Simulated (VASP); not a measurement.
Cd2Te:

```
Cd Te
1.0
     3.78043    0.00000    0.00000
    -1.89021    3.27394    0.00000
     0.00000    0.00000    6.08777
Cd Te
2 1
Direct
  0.33333 0.66667 0.25000
  0.66667 0.33333 0.75000
  0.00000 0.00000 0.00000
```

The cell was generated, and may not be a known phase.

| Item | Value |
| --- | --- |
| Program | VASP 6.6.1 |
| Task | relaxation of cell and atoms |
| Functional | PBE |
| Potentials or basis | VASP PAW PBE potentials, release 64 (Cd, Te) |
| Cutoff | 600 eV |
| k mesh | 6 × 6 × 3 |
| Occupations | gaussian, width 0.2 eV |
| Spin | no spin polarisation |

At the start: pressure 21.6 GPa; volume 25.12 Å³/atom.

Question: How do energy, volume and symmetry change on relaxing?

Answer: Over 22 steps the energy falls by 743.2 meV/atom and the volume is 28.39 Å³/atom (+13.0 %); space group P-3m1 (No. 164, to 0.1 Å) before and after.

The path:
```csv
step,energy change (eV),largest force (eV/Å),pressure (GPa),volume (Å³)
1,0.0000,3.7882,21.59,75.35
2,-1.4704,0.2312,-4.16,118.46
3,-1.7297,0.4954,-0.80,100.99
4,-1.7301,0.4543,-0.96,101.67
5,-1.8312,0.5229,-0.93,99.68
6,-2.0395,0.6783,-0.16,93.18
7,-1.8367,0.5904,5.45,77.59
8,-2.0416,0.7801,1.44,87.96
9,-2.1126,0.4173,-0.49,90.17
10,-2.1185,0.2799,-1.23,91.17
11,-2.1651,0.1902,-0.71,88.39
12,-2.1897,0.0154,0.23,85.02
13,-2.2007,0.0440,-0.09,85.67
14,-2.2124,0.2082,-0.90,87.32
15,-2.2172,0.2133,-0.70,86.87
16,-2.2207,0.2174,-0.47,86.30
17,-2.2193,0.2150,0.00,85.12
18,-2.2215,0.2182,-0.33,85.88
19,-2.2246,0.1800,-0.14,85.53
20,-2.2275,0.0609,0.51,84.49
21,-2.2277,0.0854,0.38,84.70
22,-2.2295,0.0578,0.24,85.16
```

Final structure:
```
Cd Te
1.0
     4.28206    0.00000    0.00000
    -2.14103    3.70837    0.00000
     0.00000    0.00000    5.36314
Cd Te
2 1
Direct
  0.33333 0.66667 0.33039
  0.66667 0.33333 0.66961
  0.00000 0.00000 0.00000
```

Caveat: the relaxation stopped at a loose force limit of 0.08 eV/Å, so its end isn't a converged minimum.
